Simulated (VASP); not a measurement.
Here is a VASP 6.6.1 calculation.

INCAR

```
PREC     = Accurate       # precision mode
ENCUT    = 520            # plane-wave cutoff, eV
EDIFF    = 1E-8           # SCF threshold, eV
ISMEAR   = -1             # smearing method
SIGMA    = 0.05           # smearing width, eV
LREAL    = False          # projectors in reciprocal space
LASPH    = True           # aspherical terms in the spheres
NELM     = 150            # most SCF steps
ALGO     = Normal         # electronic algorithm
ISIF     = 2              # what is computed and relaxed
LWAVE    = False          # write WAVECAR
LCHARG   = False          # write CHGCAR
ISPIN    = 2              # spin polarisation
MAGMOM   = 2 2            # initial moments
LORBIT   = 11             # projections on sites
LMAXMIX  = 4              # l up to which the mixer works
GGA      = CA             # functional
LEFG     = True         
NBANDS   = 20             # bands
```

KPOINTS

```
Automatic mesh
0
Gamma
  21 21 11
```

File POSCAR:

```
Co
1.0
    2.5054000000      0.0000000000      0.0000000000
   -1.2527000000      2.1697400466      0.0000000000
    0.0000000000      0.0000000000      4.0893000000
Co
2
Direct
    0.3333333333      0.6666666667      0.2500000000
    0.6666666667      0.3333333333      0.7500000000
```

Potentials or basis: VASP PAW LDA potentials, release 64 (Co).

Command:

```sh
$ cat potpaw_LDA.64/Co/POTCAR > POTCAR
$ mpirun -np 1 vasp_std > vasp.out
```

What does it give for the site moments?

Co +1.57 μB.

Estimate the pressure.

-23.0 GPa.

What does it give for the net moment?

3.11 μB per cell.

Electric field gradients, principal values (V/Å²):
| atom | least | middle | greatest (by size) |
| --- | --- | --- | --- |
| 1 Co | 0.832 | 0.834 | -1.665 |
| 2 Co | 0.832 | 0.834 | -1.665 |

Caveat: without QUAD_EFG the Cq values of the log hold for a quadrupole moment of 1 mb, not for the nuclei.
